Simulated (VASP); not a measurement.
# Na2H5 (Cmm2) in VASP: further runs, part 2 of 2

VASP 6.6.1. The steps go on from the part before.

## Step 4: Relaxation of cell and atoms, PBE

INCAR

```
PREC = Accurate
ENCUT = 600
EDIFF = 1E-6
ISMEAR = 0
SIGMA = 0.1
LREAL = F
LASPH = T
NELM = 100
ALGO = Normal
ISIF = 3
LWAVE = F
LCHARG = F
GGA = PE
IBRION = 2
NSW = 90
EDIFFG = -0.04
```

KPOINTS

```
regular mesh
0
Gamma
  6 6 2
```

POSCAR

```
Na2H5
1.0
    2.1066136200     -2.2313066600      0.0000000000
    2.1066136200      2.2313066600      0.0000000000
    0.0000000000      0.0000000000      8.3598625700
Na H
2 5
Direct
    0.0000000000      0.0000000000      0.7329275400
    0.5000000000      0.5000000000      0.2654094800
    0.0000000000      0.5000000000      0.4585194900
    0.5000000000      0.0000000000      0.4585194900
    0.2106064200      0.7893935800      0.4817884200
    0.7893935800      0.2106064200      0.4817884200
    0.0000000000      0.0000000000      0.2592156900
```

On the command line:

```console
> cat potpaw_PBE.64/Na_pv/POTCAR potpaw_PBE.64/H/POTCAR > POTCAR
> mpirun -np 1 vasp_std > vasp.out
```

Wall time 20 min (1 thread of AMD EPYC 7R43 (Zen 3), shared host); peak memory 0.18 GiB.

Results (log left out):

```yaml
Free_energy: -18.1897 eV
Relaxed_volume: 12.47 Å³/atom
Relaxed_cell: a = 3.422 Å, b = 3.422 Å, c = 7.686 Å, α = 90.00°, β = 90.00°, γ = 104.13°
Space_group_after_relaxing_to_0.05_Å: Cmm2 (No. 35)
Energy_gained_by_relaxing: 165.5 meV/atom
Ionic_steps: 46
Pressure_after_relaxing: 0.0 GPa
Largest_force_after_relaxing: 0.036 eV/Å
```

Forces in eV/Å, atoms in the order of the input:
```
Na   0.000  0.000  0.016
Na   0.000  0.000  0.036
H    0.000  0.000 -0.008
H    0.000  0.000 -0.008
H    0.000  0.000 -0.006
H    0.000  0.000 -0.006
H    0.000  0.000 -0.026
```

Stress tensor (GPa, compression positive):
```
-0.10  0.00  0.00
 0.00 -0.02  0.00
 0.00  0.00  0.08
```

The path:
```tsv
step	energy change (eV)	largest force (eV/Å)	pressure (GPa)	volume (Å³)
1	0.0000	1.0777	4.55	78.59
3	-0.6738	0.4212	-0.25	93.95
5	-0.7624	0.3717	-0.01	95.26
7	-0.8328	0.2240	1.08	96.03
9	-0.8999	0.2478	-0.70	104.75
11	-0.9246	0.1430	-0.59	103.43
13	-0.9529	0.1566	0.25	99.38
15	-0.9658	0.1344	0.04	99.09
17	-0.9779	0.3107	0.39	89.81
19	-1.0048	0.1252	0.05	93.38
21	-1.0338	0.1744	-0.02	90.93
23	-1.0608	0.1830	0.57	87.88
25	-1.0787	0.2390	0.37	87.04
27	-1.0851	0.2017	0.18	87.60
29	-1.0992	0.0943	-0.22	88.84
31	-1.1043	0.1149	0.08	88.44
33	-1.1149	0.1168	-0.23	88.77
35	-1.1167	0.1204	-0.39	88.95
37	-1.1263	0.1027	-0.20	88.11
39	-1.1342	0.1665	0.13	86.53
41	-1.1435	0.1675	-0.04	86.54
43	-1.1556	0.0664	0.33	86.23
45	-1.1577	0.0552	0.01	87.11
46	-1.1587	0.0357	-0.01	87.26
```

Final structure:
```
Na H
1.0
     2.10349   -2.69867    0.00000
     2.10349    2.69867    0.00000
     0.00000    0.00000    7.68608
Na H
2 5
Cartesian
  0.0000 0.0000 6.3146
  2.1035 0.0000 1.6477
  1.0517 1.3493 3.7854
  1.0517 -1.3493 3.7854
  2.1035 1.3516 3.7868
  2.1035 -1.3516 3.7868
  0.0000 0.0000 1.0134
```

Levels at points of the mesh, in eV from the Fermi level:
```
           k point  band 8  band 9  band 10  band 11  band 12  band 13
(0.00, 0.00, 0.00)   -4.45   -1.49    -0.84    -0.83     3.79     4.19
(0.50, 0.00, 0.00)   -7.89   -2.88     0.79     2.14     2.52     6.09
(0.50, 0.50, 0.00)   -2.44   -2.26    -2.01     2.05     2.21     3.35
(0.00, 0.00, 0.50)   -4.59   -0.84    -0.83    -0.83     1.71     6.24
(0.50, 0.00, 0.50)   -7.88   -2.92     0.52     2.64     3.63     4.69
(0.50, 0.50, 0.50)   -2.41   -2.26    -2.02     1.86     1.88     4.04
```

Caveat: the k points lie up to 0.41 Å⁻¹ apart in the final cell.

## Step 5: Single point, PBE

This run uses another cell than the first one, of 12.03 Å³/atom, 1.072 times its volume.

INCAR

```
PREC = Accurate
ENCUT = 520
EDIFF = 1E-6
ISMEAR = 0
SIGMA = 0.1
LREAL = False
LASPH = True
NELM = 60
ALGO = Normal
ISIF = 2
LWAVE = False
LCHARG = False
GGA = PE
NBANDS = 18
```

KPOINTS

```
regular mesh
0
Gamma
  12 12 6
```

POSCAR

```
Na2H5
1.0
    2.1355979786     -2.6250340576      0.0000000000
    2.1355979786      2.6250340576      0.0000000000
    0.0000000000      0.0000000000      7.5135205116
Na H
2 5
Direct
    0.0000000000      0.0000000000      0.1904609477
    0.5000000000      0.5000000000      0.7864164276
    0.5000000000      0.0000000000      0.5025123594
    0.0000000000      0.5000000000      0.5025123594
    0.7499108494      0.2500891506      0.5023438936
    0.2500891506      0.7499108494      0.5023438936
    0.0000000000      0.0000000000      0.8752415887
```

Potentials or basis: VASP PAW PBE potentials, release 64 (Na_pv, H).

On the command line:

```console
> cat potpaw_PBE.64/Na_pv/POTCAR potpaw_PBE.64/H/POTCAR > POTCAR
> mpirun -np 1 vasp_std > vasp.out
```

OUTCAR:

```text
PREC = Accurate
   ENCUT = 520
   EDIFF = 1E-6
   ISMEAR = 0
   LREAL = False
   LASPH = True
   NELM = 60
   ISIF = 2
   GGA = PE

 ion  position               nearest neighbor table
   1  0.000  0.000  0.190-
   2  0.500  0.500  0.786-
   3  0.500  0.000  0.503-
   4  0.000  0.500  0.503-
   5  0.750  0.250  0.502-
   6  0.250  0.750  0.502-
   7  0.000  0.000  0.875-

  LATTYP: Found a base centered orthorhombic cell.
 ALAT       =     4.2711959572
 B/A-ratio  =     1.2291798756
 C/A-ratio  =     1.7591139781

  Lattice vectors:

 A1 = (   2.1355979786,  -2.6250340576,   0.0000000000)
 A2 = (   2.1355979786,   2.6250340576,   0.0000000000)
 A3 = (   0.0000000000,   0.0000000000,   7.5135205116)

Analysis of symmetry for initial positions (statically):
=====================================================================
 Subroutine PRICEL returns:
 Original cell was already a primitive cell.

 Routine SETGRP: Setting up the symmetry group for a
 base centered orthorhombic supercell.

 Subroutine GETGRP returns: Found  4 space group operations
 (whereof  4 operations were pure point group operations)
 out of a pool of  8 trial point group operations.

The static configuration has the point symmetry C_2v.

Analysis of symmetry for dynamics (positions and initial velocities):
=====================================================================
 Subroutine PRICEL returns:
 Original cell was already a primitive cell.

 Routine SETGRP: Setting up the symmetry group for a
 base centered orthorhombic supercell.

 Subroutine GETGRP returns: Found  4 space group operations
 (whereof  4 operations were pure point group operations)
 out of a pool of  8 trial point group operations.

The dynamic configuration has the point symmetry C_2v.

 Subroutine INISYM returns: Found  4 space group operations
 (whereof  4 operations are pure point group operations),
 and found     1 'primitive' translations

----------------------------------------------------------------------------------------

                                     Primitive cell

  volume of cell :      84.2419

  direct lattice vectors                    reciprocal lattice vectors
     2.135597979 -2.625034058  0.000000000     0.234126462 -0.190473719  0.000000000
     2.135597979  2.625034058  0.000000000     0.234126462  0.190473719  0.000000000
     0.000000000  0.000000000  7.513520512     0.000000000  0.000000000  0.133093401

  length of vectors
     3.384018695  3.384018695  7.513520512     0.301820208  0.301820208  0.133093401

  position of ions in fractional coordinates (direct lattice)
     0.000000000  0.000000000  0.190460948
     0.500000000  0.500000000  0.786416428
     0.500000000  0.000000000  0.502512359
     0.000000000  0.500000000  0.502512359
     0.749910849  0.250089151  0.502343894
     0.250089151  0.749910849  0.502343894
     0.000000000  0.000000000  0.875241589

  ion indices of the primitive-cell ions
[... 23 lines left out ...]

  Length of vectors
     0.025151684  0.025151684  0.022182234

  Shift w.r.t. Gamma in fractional coordinates (k-lattice)
     0.000000000  0.000000000  0.000000000

 Subroutine IBZKPT returns following result:
 ===========================================

 Found    172 irreducible k-points:

 Following reciprocal coordinates:
            Coordinates               Weight
  0.000000  0.000000  0.000000      1.000000
  0.083333 -0.000000  0.000000      4.000000
  0.166667 -0.000000  0.000000      4.000000
  0.250000 -0.000000  0.000000      4.000000
  0.333333 -0.000000  0.000000      4.000000
  0.416667  0.000000  0.000000      4.000000
[... 16 lines left out ...]
  0.500000  0.166667  0.000000      4.000000
 -0.416667  0.166667  0.000000      4.000000
 [... further k-points ...]
   k-points           NKPTS =    172   k-points in BZ     NKDIM =    172   number of bands    NBANDS=     18
   number of dos      NEDOS =    301   number of ions     NIONS =      7
   total plane-waves  NPLWV =  43904
   dimension x,y,z NGX =    28 NGY =   28 NGZ =   56
   dimension x,y,z NGXF=    56 NGYF=   56 NGZF=  112
   ions per type =               2   5
   NGX,Y,Z   is equivalent  to a cutoff of  13.76, 13.76, 12.39 a.u.
   NGXF,Y,Z  is equivalent  to a cutoff of  27.51, 27.51, 24.78 a.u.
 SYSTEM =  unknown system
   PREC   = accura    normal or accurate (medium, high low for compatibility)
   ISTART =      0    job   : 0-new  1-cont  2-samecut
   ICHARG =      2    charge: 1-file 2-atom 10-const
   ISPIN  =      1    spin polarized calculation?
   LNONCOLLINEAR =      F non collinear calculations
   LSORBIT =      F    spin-orbit coupling
   LASPH  =      T    aspherical Exc in radial PAW
   ENCUT  =  520.0 eV  38.22 Ry    6.18 a.u.   6.29  6.29 13.97*2*pi/ulx,y,z
   NELM   =     60;   NELMIN=  2; NELMDL= -5     # of ELM steps
   EDIFF  = 0.1E-05   stopping-criterion for ELM
   LREAL  =      F    real-space projection
   EDIFFG = 0.1E-04   stopping-criterion for IOM
   NSW    =      0    number of steps for IOM
   IBRION =     -1    ionic relax: 0-MD 1-quasi-New 2-CG
   NFREE  =      0    steps in history (QN), initial steepest desc. (CG)
   ISIF   =      2    stress and relaxation
   ISYM   =      2    0-nonsym 1-usesym 2-fastsym
   POTIM  = 0.5000    time-step for ionic-motion
   TEBEG  =    0.0;   TEEND  =   0.0 temperature during run
   PSTRESS=    0.0 pullay stress
   NELECT =      19.0000    total number of electrons
   NUPDOWN=      -1.0000    fix difference up-down
   EMIN   =  10.00;   EMAX   =-10.00  energy-range for DOS
   EFERMI =   0.00;   METHOD = LEGACY
   ISMEAR =     0;   SIGMA  =   0.10  broadening in eV -4-tet -1-fermi 0-gaus
   EFERMI_NEDOS =   21; number of points for ismear=-14 and -15
   IALGO  =     38    algorithm
   IMIX   =      4    mixing-type and parameters
     AMIX     =   0.40;   BMIX     =  1.00
     AMIX_MAG =   1.60;   BMIX_MAG =  1.00
  volume/ion in A,a.u.               =      12.03        81.21
  Fermi-wavevector in a.u.,A,eV,Ry     =   0.996514  1.883138 13.511131  0.993040
  Thomas-Fermi vector in A             =   2.128608
   LORBIT       =      0    0 simple, 1 ext, 2 COOP (PROOUT), +10 PAW based schemes
   GGA     = PE    functional components
   LHFCALC =     F    Hartree Fock is set to
   AEXX    =    0.0000 exact exchange contribution
   IVDW    =     0    specifies the selected vdW correction
   LEPSILON=     F    determine dielectric tensor
   LRPA    =     F    only Hartree local field effects (RPA)
 non-spin polarized calculation
 Gauss-broadening in eV      SIGMA  =   0.10
  energy-cutoff  :      520.00
  volume of cell :       84.24
 maximum number of plane-waves:      2286
 NGX is ok and might be reduce to    28
   NGX = 13   NGY = 13   NGZ = 27

 number of electron      18.9999981 magnetization

 Free energy of the ion-electron system (eV)
  ---------------------------------------------------
  ext. energy  EPLUGINS =         0.00000000
  ---------------------------------------------------
  free energy    TOTEN  =       -18.16875254 eV

  energy without entropy =      -18.16484571  energy(sigma->0) =      -18.16679913

 E-fermi :   0.8164     XC(G=0):  -7.3050

 val. band max:        0.7997182531   @ k =  -0.3333   0.0833   0.1667
 cond. band min:       0.8261510040   @ k =  -0.3333   0.1667   0.0000
 fundamental gap:      0.0264327509
 Fermi energy:         0.8164383483

 k-point     1 :       0.0000    0.0000    0.0000
  band No.  band energies     occupation
      1     -24.4849      2.00000
      2     -24.4813      2.00000
      3     -24.4465      2.00000
      4     -23.9340      2.00000
      5     -23.8823      2.00000
      6     -23.8330      2.00000
[... 481 lines left out ...]
      5     -23.9207      2.00000
      6     -23.8504      2.00000
[... 10 lines left out ...]
     17       9.6195      0.00000
     18       9.8244      0.00000

 [... further k-points ...]
[... 5 lines left out ...]
  --------------------------------------------------------------------------------------
  -------------------------------------------------------------------------------------
  Total       -0.0836429     -0.0600798     -0.0544512      0.0000000      0.0000000      0.0000000
  in kB       -1.5907853     -1.1426443     -1.0355953      0.0000000      0.0000000      0.0000000
  external PRESSURE =      -1.2563416 kB  Pullay stress =       0.0000000 kB

 VOLUME and BASIS-vectors are now :
 -----------------------------------------------------------------------------
  energy-cutoff  :      520.00
  volume of cell :       84.24
      direct lattice vectors                 reciprocal lattice vectors
     2.135597979 -2.625034058  0.000000000     0.234126462 -0.190473719  0.000000000
     2.135597979  2.625034058  0.000000000     0.234126462  0.190473719  0.000000000
     0.000000000  0.000000000  7.513520512     0.000000000  0.000000000  0.133093401

 POSITION                                       TOTAL-FORCE (eV/Angst)
 -----------------------------------------------------------------------------------
      0.00000      0.00000      1.43103         0.000000      0.000000      0.001597
      2.13560      0.00000      5.90876         0.000000      0.000000      0.002020
      1.06780     -1.31252      3.77564         0.000000      0.000000      0.000049
      1.06780      1.31252      3.77564         0.000000      0.000000      0.000049
      2.13560     -1.31205      3.77437         0.000000      0.000579     -0.000169
      2.13560      1.31205      3.77437         0.000000     -0.000579     -0.000169
      0.00000      0.00000      6.57615        -0.000000      0.000000     -0.003376
 -----------------------------------------------------------------------------------
    total drift:                               -0.000000      0.000000      0.002137

  FREE ENERGIE OF THE ION-ELECTRON SYSTEM (eV)
  ---------------------------------------------------
  free  energy   TOTEN  =       -18.1687525440 eV

  energy  without entropy=      -18.1648457089  energy(sigma->0) =      -18.16679913
```

It took 4.1 min on 1 thread of AMD EPYC 7R43 (Zen 3), shared host; peak memory 0.29 GiB.

Results:

| Property | Result |
| --- | --- |
| Free energy | -18.1688 eV |
| Pressure | -0.1 GPa |
| Largest force | 0.003 eV/Å |

Forces in eV/Å, atoms in the order of the input:
```
Na   0.000  0.000  0.002
Na   0.000  0.000  0.002
H    0.000  0.000  0.000
H    0.000  0.000  0.000
H    0.000  0.001  0.000
H    0.000 -0.001  0.000
H    0.000  0.000 -0.003
```

## Step 6: Relaxation of cell and atoms, PBE

This run uses another cell than the first one, of 12.03 Å³/atom, 1.072 times its volume.

INCAR

```
SYSTEM = Na2H5
  PREC = Accurate
  ENCUT = 600
  EDIFF = 1E-6
  ISMEAR = 0
  SIGMA = 0.1
  LREAL = .False.
  LASPH = .True.
  NELM = 100
  ALGO = Normal
  ISIF = 3
  LWAVE = .False.
  LCHARG = .False.
  GGA = PE
  IBRION = 2
  NSW = 100
  EDIFFG = -0.01
```

KPOINTS

```
Automatic mesh
0
Gamma
  12 12 6
  0 0 0
```

POSCAR is that of step 5.

Potentials or basis: VASP PAW PBE potentials, release 64 (Na_pv, H).

On the command line:

```console
> cat potpaw_PBE.64/Na_pv/POTCAR potpaw_PBE.64/H/POTCAR > POTCAR
> mpirun -np 1 vasp_std > vasp.out
```

Run time: 3.3 min. Hardware: 1 thread of AMD EPYC 7R43 (Zen 3), shared host; peak memory 0.31 GiB.

Results (log left out):

| Property | Result |
| --- | --- |
| Free energy | -18.1701 eV |
| Pressure after relaxing | -0.1 GPa |

Forces on the atoms (eV/Å):
```
Na   0.000  0.000  0.000
Na   0.000  0.000  0.002
H    0.000  0.000  0.000
H    0.000  0.000  0.000
H    0.000  0.001  0.000
H    0.000 -0.001  0.000
H    0.000  0.000 -0.003
```

Final structure:
```
Na H
1.0
     2.13560   -2.62503    0.00000
     2.13560    2.62503    0.00000
     0.00000    0.00000    7.51352
Na H
2 5
Direct
  0.00000 0.00000 0.19046
  0.50000 0.50000 0.78642
  0.50000 0.00000 0.50251
  0.00000 0.50000 0.50251
  0.74991 0.25009 0.50234
  0.25009 0.74991 0.50234
  0.00000 0.00000 0.87524
```

Levels at points of the mesh, in eV from the Fermi level:
```csv
k point,band 7,band 8,band 9,band 10,band 11,band 12
"(0.00, 0.00, 0.00)",-10.66,-4.52,-1.48,-0.91,-0.90,3.97
"(0.50, 0.00, 0.00)",-7.90,-7.90,-2.93,0.76,2.17,2.50
"(0.50, 0.50, 0.00)",-8.98,-2.65,-2.55,-2.05,2.04,2.43
"(0.00, 0.00, 0.50)",-10.65,-4.68,-0.91,-0.90,-0.72,1.74
"(0.50, 0.00, 0.50)",-7.90,-7.89,-2.98,0.46,2.78,3.75
"(0.50, 0.50, 0.50)",-8.98,-2.62,-2.55,-2.06,1.89,2.03
```

Caveat: the relaxation stopped at its first step, so nothing moved.

## Step 7: The runs side by side

| task | cell | k mesh | cutoff (eV) | gap on the mesh (eV) | pressure (GPa) | largest force (eV/Å) |
| --- | --- | --- | --- | --- | --- | --- |
| single point | a = 3.069, b = 3.069, c = 8.360 Å, angles 90.0, 90.0, 93.3°, 7 atoms | 6 × 6 × 2 | 520 | none | 4.5 | 1.08 |
| single point | a = 3.466, b = 3.466, c = 7.862 Å, angles 90.0, 90.0, 105.6°, 7 atoms | 6 × 6 × 2 | 520 | none | -0.1 | 0.01 |
| relaxation of cell and atoms | relaxed from a = 3.069, b = 3.069, c = 8.360 Å, angles 90.0, 90.0, 93.3°, 7 atoms | 6 × 6 × 2 | 600 | none | 0.0 | 0.04 |
| single point | a = 3.384, b = 3.384, c = 7.514 Å, angles 90.0, 90.0, 101.7°, 7 atoms | 12 × 12 × 6 | 520 | none | -0.1 | - |
| relaxation of cell and atoms | relaxed from a = 3.384, b = 3.384, c = 7.514 Å, angles 90.0, 90.0, 101.7°, 7 atoms | 12 × 12 × 6 | 600 | none | -0.1 | - |

Alike in all rows: level PBE; potentials or basis VASP PAW PBE potentials, release 64 (Na_pv, H); no spin polarisation; smearing gaussian 0.1 eV.

Caveats: some runs use coarse meshes; forces of over 1 eV/Å act on the atoms, so gaps and moduli don't describe the material at rest (some runs); the relaxation stopped at its first step, so nothing moved (some runs).

Absolute energies hang on the potentials; compare differences alone.
